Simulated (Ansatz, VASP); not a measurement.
## Al2Cu in VASP and in Ansatz

```
Al Cu
1.0
    -2.84670    2.84670    2.34140
     2.84670   -2.84670    2.34140
     2.84670    2.84670   -2.34140
Al Cu
4 2
Direct
  0.15932 0.65932 0.81864
  0.65932 0.84068 0.50000
  0.84068 0.34068 0.18136
  0.34068 0.15932 0.50000
  0.75000 0.75000 0.00000
  0.25000 0.25000 0.00000
```

Alike in both runs: task single point; functional PBEsol; k mesh 10 × 10 × 10; occupations gaussian, width 0.15 eV; no spin polarisation.

|  | VASP | Ansatz |
| --- | --- | --- |
| version | VASP 6.6.1 | Ansatz 0.2.0 |
| potentials or method | VASP PAW PBE potentials, release 64 (Al, Cu), cutoff 520 eV | scalar-relativistic, plane waves, PAW |
| valence electrons in the cell | 34 | 50 |

|  | VASP | Ansatz | Ansatz less VASP |
| --- | --- | --- | --- |
| gap on the k mesh at the Fermi level (eV) | none | none | - |
| pressure (GPa) | 19.9 | 19.6 | -0.27 |
| traceless stress, the component that is largest in VASP (GPa) | -2.72 | -2.77 | -0.052 |
| rms of the force components (eV/Å) | 0.020 | 0.020 | -0.0004 |

VASP's potentials were made for PBE, not for PBEsol, and Ansatz warns of the same on its side. Atom by atom the forces differ by 0.000 eV/Å (rms over components). A gap of «none» marks a metal or a gap that the smearing closes. The functional is the same, so the differences come from potentials, cutoffs and numerics. VASP's potentials hold 34 valence electrons a cell and Ansatz's 50, so a difference there can come from the potentials and not from the codes.
